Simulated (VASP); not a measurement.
Input of a VASP 6.6.1 run:

The input INCAR:

```
  PREC = Accurate
  ENCUT = 600
  EDIFF = 1E-7
  ISMEAR = -1
  SIGMA = 0.02
  LREAL = F
  LASPH = T
  NELM = 100
  ALGO = Normal
  ISIF = 3
  LWAVE = F
  LCHARG = F
  GGA = PE
  IBRION = 2
  NSW = 80
  EDIFFG = -0.005
```

File KPOINTS:

```
Automatic mesh
0
Gamma
  8 8 8
```

POSCAR

```
Ca2SeO
1.0
    1.8994171541      1.0966290053      6.2034704485
   -1.8994171541      1.0966290053      6.2034704485
    0.0000000000     -2.1932580105      6.2034704485
O Se Ca
1 1 2
Direct
    1.0000000000      0.0000000000      0.0000000000
    0.5000000000      0.5000000000      0.5000000000
    0.2500000000      0.2500000000      0.2500000000
    0.7500000000      0.7500000000      0.7500000000
```

Potentials or basis: VASP PAW PBE potentials, release 64 (O, Se, Ca_sv).

The run is started by

```sh
$ cat potpaw_PBE.64/O/POTCAR potpaw_PBE.64/Se/POTCAR potpaw_PBE.64/Ca_sv/POTCAR > POTCAR
$ mpirun -np 1 vasp_std > vasp.out
```

Q: Estimate the relaxed volume.

A: 19.77 Å³/atom.

Q: What does it give for the relaxed cell?

A: a = 6.720 Å, b = 6.720 Å, c = 6.720 Å, α = 32.77°, β = 32.77°, γ = 32.77°.

Q: Predict the space group after relaxing (to 0.05 Å).

A: R-3m (No. 166).

Q: Estimate the band gap on the k mesh.

A: 1.73 eV, indirect (least direct gap 2.12 eV).

Forces on the atoms (eV/Å):
```
O    0.000  0.000  0.000
Se   0.000  0.000  0.000
Ca   0.000  0.000  0.002
Ca   0.000  0.000 -0.002
```

A k mesh can miss the band edges. PBE gaps usually lie below the measured ones, often by a third to a half.
